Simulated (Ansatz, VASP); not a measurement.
NaH in VASP and in Ansatz

The input INCAR:

```
PREC     = Accurate       # precision mode
ENCUT    = 500            # plane-wave cutoff, eV
EDIFF    = 1E-6           # SCF threshold, eV
ISMEAR   = 0              # smearing method
SIGMA    = 0.02           # smearing width, eV
LREAL    = F              # projectors in reciprocal space
LASPH    = T              # aspherical terms in the spheres
NELM     = 120            # most SCF steps
ALGO     = Normal         # electronic algorithm
ISIF     = 2              # what is computed and relaxed
LWAVE    = F              # write WAVECAR
LCHARG   = F              # write CHGCAR
NBANDS   = 11             # bands
GGA_COMPAT= F
```

KPOINTS

```
regular mesh
0
Gamma
  8 8 8
```

POSCAR

```
NaH
1.0
    0.0000000000      2.3456225258      2.3456225258
    2.3456225258      0.0000000000      2.3456225258
    2.3456225258      2.3456225258      0.0000000000
Na H
1 1
Direct
    0.0000000000      0.0000000000      0.0000000000
    0.5000000000      0.5000000000      0.5000000000
```

Input for Ansatz:

```yaml
crystal:
  lattice:
    - [0.0, 2.3456225258, 2.3456225258]
    - [2.3456225258, 0.0, 2.3456225258]
    - [2.3456225258, 2.3456225258, 0.0]
  atoms:
    - { symbol: Na, position: [0.0, 0.0, 0.0] }
    - { symbol: H, position: [0.5, 0.5, 0.5] }
basis:
  ecutwfc: 420
kpoints:
  mp_grid: { grid: [8, 8, 8] }
  band_path: { path: [VBM, CBM], npoints: 2 }
hamiltonian:
  xc: lda
scf:
  occupations: { method: gaussian, width: 0.02 }
output:
  forces: true
  stress: true
  eigenvalues: true
checkpoint:
  read: start.run
  write: ck
  compress: false
  write_wavefunctions: false
  write_every: 100000
```

Alike in both runs: task single point; functional LDA; k mesh 8 × 8 × 8; occupations gaussian, width 0.02 eV; no spin polarisation.

```csv
,VASP,Ansatz
version,VASP 6.6.1,Ansatz 0.2.0
potentials or method,"VASP PAW LDA potentials, release 64 (Na_pv, H), cutoff 500 eV","scalar-relativistic, plane waves, PAW"
valence electrons in the cell,8,10
```

VASP gave:

- gap on the k mesh at the Fermi level (eV): 3.54
- least direct gap on the mesh (eV): 4.50
- pressure (GPa): -0.1

Problem. Which values does Ansatz return?

Solution. gap on the k mesh at the Fermi level (eV): 3.55; least direct gap on the mesh (eV): 4.51; pressure (GPa): 0.0.

LDA's correlation is that of Perdew and Zunger in VASP and of Perdew and Wang (1992) in Ansatz. VASP's potentials hold 8 valence electrons a cell and Ansatz's 10, so a difference there can come from the potentials and not from the codes.
